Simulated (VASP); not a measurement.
## Sb: single point with r2SCAN

Crystal: Sb.

```
Sb
1.0
     3.06376    0.00000    0.01267
     0.00000    4.32561    0.00000
    -0.02031    0.00000    4.32640
Sb
2
Direct
  0.99993 0.75000 0.74998
  0.00007 0.25000 0.25002
```

* Program: VASP 6.6.1
* Task: single point
* Functional: r2SCAN
* Potentials or basis: VASP PAW PBE potentials, release 64 (Sb)
* Cutoff: 520 eV
* k mesh: 14 × 10 × 10
* Occupations: gaussian, width 0.1 eV
* Spin: no spin polarisation

The pressure is 1.6 GPa. The band gap on the k mesh is zero (band 5 reaches 13.37 eV, above the bottom of band 6 at 3.62 eV).

Stress tensor (GPa, compression positive):
```
1.65 0.00 0.00
0.00 1.57 0.00
0.00 0.00 1.56
```

Levels at points of the mesh, in eV from the Fermi level:
| k point | band 3 | band 4 | band 5 | band 6 | band 7 | band 8 |
| --- | --- | --- | --- | --- | --- | --- |
| (0.00, 0.00, 0.00) | -4.01 | -4.01 | 2.29 | 3.48 | 3.52 | 3.53 |
| (0.50, 0.00, 0.00) | -4.23 | -1.94 | -1.94 | -1.90 | 5.06 | 5.08 |
| (0.00, 0.50, 0.00) | -1.61 | -1.61 | -0.93 | -0.93 | 5.35 | 5.35 |
| (0.50, 0.50, 0.00) | -4.44 | -4.44 | 0.55 | 0.55 | 1.83 | 1.83 |
| (0.00, 0.00, 0.50) | -1.61 | -1.60 | -0.93 | -0.93 | 5.35 | 5.35 |
| (0.50, 0.00, 0.50) | -4.44 | -4.44 | 0.56 | 0.56 | 1.84 | 1.84 |
| (0.00, 0.50, 0.50) | -6.20 | -6.20 | 5.76 | 5.76 | 5.81 | 5.81 |
| (0.50, 0.50, 0.50) | -4.03 | -4.03 | -4.00 | -4.00 | 2.29 | 2.29 |

Run time: 4.4 min on 1 thread of Intel(R) Xeon(R) 6975P-C (Granite Rapids), with other jobs on the host, peak memory 0.37 GiB.

Caveat: the PAW data sets were made with another functional, which shifts forces and pressure a little; spin-orbit coupling is left out, which moves the levels of the heavy elements.
